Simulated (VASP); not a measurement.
# SrTiO3 in VASP: notebook, part 2 of 2

VASP 6.6.1. The steps go on from the part before.

## 4. Single point, r2SCAN+U

Contents of POSCAR:

```
SrTiO3
1.0
    3.9177112476      0.0000000000      0.0000000000
    0.0000000000      3.9177112476      0.0000000000
    0.1175313374      0.0000000000      3.9177112476
Sr Ti O
1 1 3
Direct
    0.0000000000      0.0000000000      0.0000000000
    0.5000000000      0.5000000000      0.5000000000
    0.5000000000      0.0000000000      0.5000000000
    0.5000000000      0.5000000000      0.0000000000
    0.0000000000      0.5000000000      0.5000000000
```

Contents of INCAR.step1:

```
SYSTEM = SrTiO3
ALGO = Normal ; EDIFF = 1E-4
ENCUT = 520 ; GGA = PE
ISMEAR = 0 ; LASPH = .TRUE.
LCHARG = .FALSE. ; LDAU = .TRUE.
LDAUJ = 0 0 0 ; LDAUL = -1 2 -1
LDAUTYPE = 2 ; LDAUU = 0 4 0
LMAXMIX = 4 ; LREAL = .FALSE.
LWAVE = .TRUE. ; NBANDS = 28
NELM = 150 ; PREC = Accurate
SIGMA = 0.02
```

Contents of INCAR.step2:

```
SYSTEM = SrTiO3
ALGO = Normal ; EDIFF = 1E-6
ENCUT = 520 ; ISIF = 2
ISMEAR = 0 ; ISTART = 1
LASPH = .TRUE. ; LCHARG = .TRUE.
LDAU = .TRUE. ; LDAUJ = 0 0 0
LDAUL = -1 2 -1 ; LDAUPRINT = 1
LDAUTYPE = 2 ; LDAUU = 0 4 0
LELF = .TRUE. ; LMAXMIX = 4
LMIXTAU = .TRUE. ; LREAL = .FALSE.
LVHAR = .TRUE. ; LWAVE = .FALSE.
METAGGA = R2SCAN ; NBANDS = 28
NELM = 150 ; PREC = Accurate
SIGMA = 0.02
```

Contents of KPOINTS:

```
k-points
0
G
  6 6 6
  0 0 0
```

Potentials or basis: VASP PAW PBE potentials, release 64 (Sr_sv, Ti_sv, O).

Command:

```bash
cat potpaw_PBE.64/Sr_sv/POTCAR potpaw_PBE.64/Ti_sv/POTCAR potpaw_PBE.64/O/POTCAR > POTCAR
cp INCAR.step1 INCAR
mpirun -np 1 vasp_std > vasp.out
cp INCAR.step2 INCAR
mpirun -np 1 vasp_std > vasp.out
```

OUTCAR:

```text
SYSTEM = SrTiO3
   EDIFF = 1E-6
   ENCUT = 520
   ISIF = 2
   ISMEAR = 0
   ISTART = 1
   LASPH = .TRUE.
   LREAL = .FALSE.
   METAGGA = R2SCAN
   NELM = 150
   PREC = Accurate

 ion  position               nearest neighbor table
   1  0.000  0.000  0.000-   3 2.73   3 2.73   4 2.77   4 2.77   4 2.77   4 2.77   5 2.77   5 2.77
                             5 2.77   5 2.77   3 2.81   3 2.81   2 3.36   2 3.36   2 3.36   2 3.36
   2  0.500  0.500  0.500-   3 1.96   5 1.96   3 1.96   5 1.96   4 1.96   4 1.96   1 3.36   1 3.36
[... 993 lines left out ...]
  -------------------------------------------------------------------------------------
  Total        1.1833534      1.2009630      1.2204191      0.0000000      0.0000000     -1.3704356
  in kB       31.5302763     31.9994814     32.5178874      0.0000000      0.0000000    -36.5150547
  external PRESSURE =      32.0158817 kB  Pullay stress =       0.0000000 kB

 VOLUME and BASIS-vectors are now :
 -----------------------------------------------------------------------------
  energy-cutoff  :      520.00
  volume of cell :       60.13
      direct lattice vectors                 reciprocal lattice vectors
     3.917711248  0.000000000  0.000000000     0.255251073  0.000000000 -0.007657532
     0.000000000  3.917711248  0.000000000     0.000000000  0.255251073  0.000000000
     0.117531337  0.000000000  3.917711248     0.000000000  0.000000000  0.255251073

 POSITION                                       TOTAL-FORCE (eV/Angst)
 -----------------------------------------------------------------------------------
      0.00000      0.00000      0.00000         0.000000      0.000000      0.000000
      2.01762      1.95886      1.95886         0.000000      0.000000      0.000000
      2.01762      0.00000      1.95886        -0.000000      0.000000      0.000000
      1.95886      1.95886      0.00000         0.000000      0.000000      0.000000
      0.05877      1.95886      1.95886        -0.000000      0.000000      0.000000
 -----------------------------------------------------------------------------------
    total drift:                                0.000000      0.000000     -0.000000

  FREE ENERGIE OF THE ION-ELECTRON SYSTEM (eV)
  ---------------------------------------------------
  free  energy   TOTEN  =       -60.6803336938 eV

  energy  without entropy=      -60.6803336938  energy(sigma->0) =      -60.68033369
```

OUTCAR.step1:

```text
SYSTEM = SrTiO3
   EDIFF = 1E-4
   ENCUT = 520
   GGA = PE
   ISMEAR = 0
[... 986 lines left out ...]
      2.01762      1.95886      1.95886        -0.000000      0.000000      0.000000
      2.01762      0.00000      1.95886         0.000000      0.000000      0.000000
      1.95886      1.95886      0.00000         0.000000      0.000000      0.000000
      0.05877      1.95886      1.95886        -0.000000      0.000000      0.000000
 -----------------------------------------------------------------------------------
    total drift:                                0.000000      0.000000     -0.000000

  FREE ENERGIE OF THE ION-ELECTRON SYSTEM (eV)
  ---------------------------------------------------
  free  energy   TOTEN  =       -37.3429005976 eV

  energy  without entropy=      -37.3429005976  energy(sigma->0) =      -37.34290060
```

OSZICAR.step1:

```text
N       E                     dE             d eps       ncg     rms          rms(c)
DAV:   1     0.437277785893E+03    0.43728E+03   -0.21410E+04  4480   0.159E+03
DAV:   2    -0.351582265753E+01   -0.44079E+03   -0.42191E+03  5224   0.439E+02
DAV:   3    -0.465610164768E+02   -0.43045E+02   -0.42754E+02  6180   0.134E+02
DAV:   4    -0.485686144790E+02   -0.20076E+01   -0.20028E+01  6892   0.247E+01
DAV:   5    -0.486223538563E+02   -0.53739E-01   -0.53725E-01  6256   0.333E+00    0.266E+01
DAV:   6    -0.370929414837E+02    0.11529E+02   -0.54118E+01  6692   0.655E+01    0.145E+01
DAV:   7    -0.373457940708E+02   -0.25285E+00   -0.59793E+00  5704   0.144E+01    0.103E+01
DAV:   8    -0.374272704516E+02   -0.81476E-01   -0.16430E+00  5440   0.113E+01    0.352E+00
DAV:   9    -0.373498287817E+02    0.77442E-01   -0.26158E-01  5412   0.511E+00    0.107E+00
DAV:  10    -0.373468150672E+02    0.30137E-02   -0.11896E-01  5336   0.214E+00    0.566E-01
DAV:  11    -0.373430935577E+02    0.37215E-02   -0.24165E-02  6472   0.134E+00    0.193E-01
DAV:  12    -0.373428706799E+02    0.22288E-03   -0.15904E-03  5284   0.428E-01    0.926E-02
DAV:  13    -0.373429005976E+02   -0.29918E-04   -0.15274E-04  4444   0.989E-02
   1 F= -.37342901E+02 E0= -.37342901E+02  d E =-.336420E-14
```

Wall time 4.5 min (1 thread of Intel Xeon 6975P-C (Granite Rapids), shared host); peak memory 0.26 GiB.

Results:

```
Free energy            : -60.6803 eV
Pressure               : 3.2 GPa
Band gap on the k mesh : 2.75 eV, indirect (least direct gap 3.13 eV)
```

Levels at points of the mesh, in eV from the valence-band top:
```tsv
k point	band 16	band 17	band 18	band 19	band 20	band 21	band 22	band 23	band 24	band 25
(0.00, 0.00, 0.00)	-1.23	-1.17	-0.53	-0.47	-0.37	2.75	2.80	2.87	4.56	4.57
(0.50, 0.00, 0.00)	-2.26	-2.26	-2.02	-0.86	-0.86	3.00	4.56	4.65	4.66	6.79
(0.00, 0.50, 0.00)	-2.27	-2.25	-2.01	-1.00	-0.70	3.00	4.58	4.62	4.67	6.79
(0.50, 0.50, 0.00)	-2.75	-1.97	-1.63	-1.63	-0.11	4.65	4.66	5.16	5.54	8.48
(0.00, 0.00, 0.50)	-2.25	-2.25	-2.02	-0.86	-0.86	3.00	4.56	4.64	4.65	6.78
(0.50, 0.00, 0.50)	-2.70	-1.98	-1.66	-1.62	-0.10	4.62	4.70	5.15	5.55	8.47
(0.00, 0.50, 0.50)	-2.75	-1.97	-1.64	-1.63	-0.11	4.65	4.66	5.16	5.55	8.48
(0.50, 0.50, 0.50)	-3.69	-3.63	-0.04	-0.01	0.00	5.33	5.36	5.40	7.41	7.53
```

Eigenvalues of the final occupation matrices:
```tsv
site	spin	trace	eigenvalues
site 2 d	1	0.78	0.09 0.09 0.10 0.25 0.25
site 2 d	2	0.78	0.09 0.09 0.10 0.25 0.25
```

Caveat: the PAW data sets were made with another functional, which shifts forces and pressure a little. A k mesh can miss the band edges.
